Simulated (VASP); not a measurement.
Input of a VASP 6.6.1 run:

The input INCAR:

```
SYSTEM = HC12
ALGO = Normal
EDIFF = 1E-6
ENCUT = 520
ISIF = 2
ISMEAR = 0
LASPH = .True.
LCHARG = .False.
LREAL = .False.
LWAVE = .False.
NBANDS = 36
NELECT = 48.0
NELM = 80
PREC = Accurate
SIGMA = 0.05
```

KPOINTS

```
k-points
0
Gamma
  6 6 6
  0 0 0
```

File POSCAR:

```
HC12
1.0
    1.7657489870     -3.5314979740     -1.7657489870
    3.5314979740     -1.7657489870      1.7657489870
   -1.7657489870     -3.5314979740      1.7657489870
C H
12 1
Direct
    0.2500000000      1.0000000000      0.2500000000
    0.0833333333      0.3333333333      0.7500000000
    0.9166666667      0.6666666667      0.2500000000
    0.7500000000      1.0000000000      0.7500000000
    0.5833333333      0.3333333333      0.2500000000
    0.4166666667      0.6666666667      0.7500000000
    0.9583333333      0.3333333333      0.1250000000
    0.7916666667      0.6666666667      0.6250000000
    0.6250000000      1.0000000000      0.1250000000
    0.4583333333      0.3333333333      0.6250000000
    0.2916666667      0.6666666667      0.1250000000
    0.1250000000      1.0000000000      0.6250000000
    1.3333333333      0.3333333333      0.5000000000
```

Potentials or basis: VASP PAW LDA potentials, release 64 (C, H).

Launch:

```console
$ cat potpaw_LDA.64/C/POTCAR potpaw_LDA.64/H/POTCAR > POTCAR
$ mpirun -np 1 vasp_std > vasp.out
```

(1) Estimate the largest force.

Answers

(1) 17.775 eV/Å.

Caveat: the cell carries a net charge on a neutralising background, which shifts energy and pressure.
